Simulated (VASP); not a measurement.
# TiH5 (P6/mmm) in VASP: notebook, part 2 of 2

VASP 6.6.1. The steps go on from the part before.

## (3) Single point, PBE

This run uses another cell than the first one, of 9.09 Å³/atom.

Contents of INCAR:

```
SYSTEM = TiH5
ALGO = Normal ; EDIFF = 1E-6
ENCUT = 520 ; GGA = PE
ISIF = 2 ; ISMEAR = 0
LASPH = .TRUE. ; LCHARG = .TRUE.
LELF = .TRUE. ; LREAL = .FALSE.
LVHAR = .TRUE. ; LWAVE = .FALSE.
NBANDS = 18 ; NELM = 100
PREC = Accurate ; SIGMA = 0.1
```

Contents of KPOINTS:

```
k-points
0
G
  6 6 6
  0 0 0
```

Contents of POSCAR:

```
TiH5
1.0
    4.2510521900      0.0000000000      0.0000000000
   -2.1255261000      3.6815191900      0.0000000000
    0.0000000000      0.0000000000      3.4832552500
Ti H
1 5
Direct
    0.0000000000      0.0000000000      0.0000000000
    0.3333333300      0.6666666700      0.0000000000
    0.6666666700      0.3333333300      0.0000000000
    0.5000000000      0.0000000000      0.5000000000
    0.5000000000      0.5000000000      0.5000000000
    0.0000000000      0.5000000000      0.5000000000
```

Potentials or basis: VASP PAW PBE potentials, release 64 (Ti_sv, H).

Started as:

```sh
cat potpaw_PBE.64/Ti_sv/POTCAR potpaw_PBE.64/H/POTCAR > POTCAR
mpirun -np 1 vasp_std > vasp.out
```

OUTCAR:

```text
SYSTEM = TiH5
   EDIFF = 1E-6
   ENCUT = 520
   GGA = PE
   ISIF = 2
   ISMEAR = 0
   LASPH = .TRUE.
   LREAL = .FALSE.
   NELM = 100
   PREC = Accurate

 ion  position               nearest neighbor table
   1  0.000  0.000  0.000-
   2  0.333  0.667  0.000-
   3  0.667  0.333  0.000-
   4  0.500  0.000  0.500-
   5  0.500  0.500  0.500-
   6  0.000  0.500  0.500-

  LATTYP: Found a hexagonal cell.
 ALAT       =     4.2510521900
 C/A-ratio  =     0.8193866117

  Lattice vectors:

 A1 = (   4.2510521900,   0.0000000000,   0.0000000000)
 A2 = (  -2.1255261000,   3.6815191900,   0.0000000000)
 A3 = (   0.0000000000,   0.0000000000,   3.4832552500)

Analysis of symmetry for initial positions (statically):
=====================================================================
 Subroutine PRICEL returns:
 Original cell was already a primitive cell.

 Routine SETGRP: Setting up the symmetry group for a
 hexagonal supercell.

 Subroutine GETGRP returns: Found 24 space group operations
 (whereof 24 operations were pure point group operations)
 out of a pool of 24 trial point group operations.

The static configuration has the point symmetry D_6h.

Analysis of symmetry for dynamics (positions and initial velocities):
=====================================================================
 Subroutine PRICEL returns:
 Original cell was already a primitive cell.

 Routine SETGRP: Setting up the symmetry group for a
 hexagonal supercell.

 Subroutine GETGRP returns: Found 24 space group operations
 (whereof 24 operations were pure point group operations)
 out of a pool of 24 trial point group operations.

The dynamic configuration has the point symmetry D_6h.

 Subroutine INISYM returns: Found 24 space group operations
 (whereof 24 operations are pure point group operations),
[... 118 lines left out ...]
   EFERMI =   0.00;   METHOD = LEGACY
   ISMEAR =     0;   SIGMA  =   0.10  broadening in eV -4-tet -1-fermi 0-gaus
   EFERMI_NEDOS =   21; number of points for ismear=-14 and -15
   IALGO  =     38    algorithm
   IMIX   =      4    mixing-type and parameters
     AMIX     =   0.40;   BMIX     =  1.00
     AMIX_MAG =   1.60;   BMIX_MAG =  1.00
  volume/ion in A,a.u.               =       9.09        61.31
  Fermi-wavevector in a.u.,A,eV,Ry     =   1.110167  2.097911 16.768774  1.232470
  Thomas-Fermi vector in A             =   2.246715
   LORBIT       =      0    0 simple, 1 ext, 2 COOP (PROOUT), +10 PAW based schemes
   GGA     = PE    functional components
   LHFCALC =     F    Hartree Fock is set to
   AEXX    =    0.0000 exact exchange contribution
   IVDW    =     0    specifies the selected vdW correction
   LEPSILON=     F    determine dielectric tensor
   LRPA    =     F    only Hartree local field effects (RPA)
 non-spin polarized calculation
 Gauss-broadening in eV      SIGMA  =   0.10
  energy-cutoff  :      520.00
  volume of cell :       54.51
 maximum number of plane-waves:      1488
 NGX is ok and might be reduce to    32
   NGX = 15   NGY = 15   NGZ = 13

 number of electron      17.0000000 magnetization

 Free energy of the ion-electron system (eV)
  ---------------------------------------------------
  ext. energy  EPLUGINS =         0.00000000
  ---------------------------------------------------
  free energy    TOTEN  =       -18.77864233 eV

  energy without entropy =      -18.76648646  energy(sigma->0) =      -18.77256439

 E-fermi :   1.3842     XC(G=0):  -9.2142

 val. band max:        1.3232403954   @ k =   0.0000   0.0000   0.0000
 cond. band min:       1.4183913668   @ k =   0.3333   0.1667   0.1667
 fundamental gap:      0.0951509714
 Fermi energy:         1.3841816377

 k-point     1 :       0.0000    0.0000    0.0000
  band No.  band energies     occupation
      1     -56.6001      2.00000
      2     -32.8159      2.00000
      3     -32.8159      2.00000
      4     -32.6842      2.00000
      5      -6.6136      2.00000
      6       0.1636      2.00000
[... 481 lines left out ...]
      5      -3.1058      2.00000
      6      -2.6387      2.00000
[... 10 lines left out ...]
     17       8.1438      0.00000
     18      13.1419      0.00000

 [... further k-points ...]
[... 5 lines left out ...]
  --------------------------------------------------------------------------------------
  -------------------------------------------------------------------------------------
  Total      -10.2273149    -10.2273149     -8.0206684      0.0000000     -0.0000000      0.0000000
  in kB     -300.5823016   -300.5823017   -235.7286337      0.0000004     -0.0000000      0.0000000
  external PRESSURE =    -278.9644123 kB  Pullay stress =       0.0000000 kB

 VOLUME and BASIS-vectors are now :
 -----------------------------------------------------------------------------
  energy-cutoff  :      520.00
  volume of cell :       54.51
      direct lattice vectors                 reciprocal lattice vectors
     4.251052190  0.000000000  0.000000000     0.235235879  0.135813499  0.000000000
    -2.125526100  3.681519190  0.000000000     0.000000000  0.271626996  0.000000000
     0.000000000  0.000000000  3.483255250     0.000000000  0.000000000  0.287087775

 POSITION                                       TOTAL-FORCE (eV/Angst)
 -----------------------------------------------------------------------------------
      0.00000      0.00000      0.00000         0.000000     -0.000000      0.000000
     -0.00000      2.45435      0.00000         0.000000     -0.000000     -0.000000
      2.12553      1.22717      0.00000        -0.000000      0.000000      0.000000
      2.12553      0.00000      1.74163         0.000000     -0.000000      0.000000
      1.06276      1.84076      1.74163         0.000000     -0.000000      0.000000
     -1.06276      1.84076      1.74163         0.000000     -0.000000      0.000000
 -----------------------------------------------------------------------------------
    total drift:                                0.000000      0.000000      0.000000

  FREE ENERGIE OF THE ION-ELECTRON SYSTEM (eV)
  ---------------------------------------------------
  free  energy   TOTEN  =       -18.7786423279 eV

  energy  without entropy=      -18.7664864583  energy(sigma->0) =      -18.77256439
```

OSZICAR:

```text
N       E                     dE             d eps       ncg     rms          rms(c)
DAV:   1     0.110855093926E+03    0.11086E+03   -0.74690E+03  1008   0.875E+02
DAV:   2    -0.160522058896E+02   -0.12691E+03   -0.12147E+03  1044   0.260E+02
DAV:   3    -0.243608765083E+02   -0.83087E+01   -0.81371E+01  1448   0.648E+01
DAV:   4    -0.245424618021E+02   -0.18159E+00   -0.18077E+00  1240   0.896E+00
DAV:   5    -0.245473838676E+02   -0.49221E-02   -0.49217E-02  1284   0.131E+00    0.128E+01
DAV:   6    -0.222113390934E+02    0.23360E+01   -0.29643E+01  1080   0.358E+01    0.165E+01
DAV:   7    -0.195384682703E+02    0.26729E+01   -0.20572E+01  1064   0.329E+01    0.572E+00
DAV:   8    -0.188935478222E+02    0.64492E+00   -0.10315E+00  1080   0.663E+00    0.240E+00
DAV:   9    -0.189029472528E+02   -0.93994E-02   -0.32342E-02  1200   0.131E+00    0.244E+00
DAV:  10    -0.187853304001E+02    0.11762E+00   -0.41676E-01  1116   0.468E+00    0.800E-01
DAV:  11    -0.187793451313E+02    0.59853E-02   -0.23347E-02  1152   0.136E+00    0.231E-01
DAV:  12    -0.187787013335E+02    0.64380E-03   -0.16365E-03  1140   0.338E-01    0.812E-02
DAV:  13    -0.187786772582E+02    0.24075E-04   -0.10495E-04  1280   0.921E-02    0.536E-02
DAV:  14    -0.187786661567E+02    0.11102E-04   -0.27999E-04  1078   0.127E-01    0.378E-02
DAV:  15    -0.187786432581E+02    0.22899E-04   -0.75562E-05  1072   0.625E-02    0.618E-03
DAV:  16    -0.187786423279E+02    0.93028E-06   -0.21075E-06   866   0.116E-02
   1 F= -.18778642E+02 E0= -.18772564E+02  d E =-.121559E-01
```

stdout:

```text
POSCAR found type information on POSCAR TiH
 POSCAR found :  2 types and       6 ions
 scaLAPACK will be used
 LDA part: xc-table for (Slater+PW92), standard interpolation
 POSCAR, INCAR and KPOINTS ok, starting setup
 FFT: planning ... GRIDC
 FFT: planning ... GRID_SOFT
 FFT: planning ... GRID
 WAVECAR not read
 entering main loop
```

Run time: 13 s. Hardware: 1 thread of Intel Xeon 6975P-C (Granite Rapids), shared host; peak memory 0.16 GiB.

Results:

```yaml
Free_energy: -18.7786 eV
Pressure: -27.9 GPa
Band_gap_on_the_k_mesh: zero (an odd number of electrons rules out a gap without spin polarisation)
```

Stress tensor (GPa, compression positive):
```
-30.06   0.00   0.00
  0.00 -30.06   0.00
  0.00   0.00 -23.57
```

Levels at points of the mesh, in eV from the Fermi level:
```csv
k point,band 4,band 5,band 6,band 7,band 8,band 9,band 10,band 11,band 12,band 13
"(0.00, 0.00, 0.00)",-34.07,-8.00,-1.22,-0.95,-0.95,-0.06,1.03,1.03,2.69,2.69
"(0.50, 0.00, 0.00)",-34.07,-6.05,-5.07,-0.94,-0.14,0.72,0.77,0.87,0.98,2.09
"(0.00, 0.00, 0.50)",-34.12,-5.25,-5.07,0.24,0.24,0.29,0.29,0.61,1.49,1.49
"(0.50, 0.00, 0.50)",-34.12,-4.00,-3.18,-2.79,-2.23,-0.75,0.82,1.11,1.85,2.36
```

Caveat: the stress differs along the axes, from -30 to -24 GPa.

The gap in the log of VASP goes by the Fermi energy; the results here count the filled bands.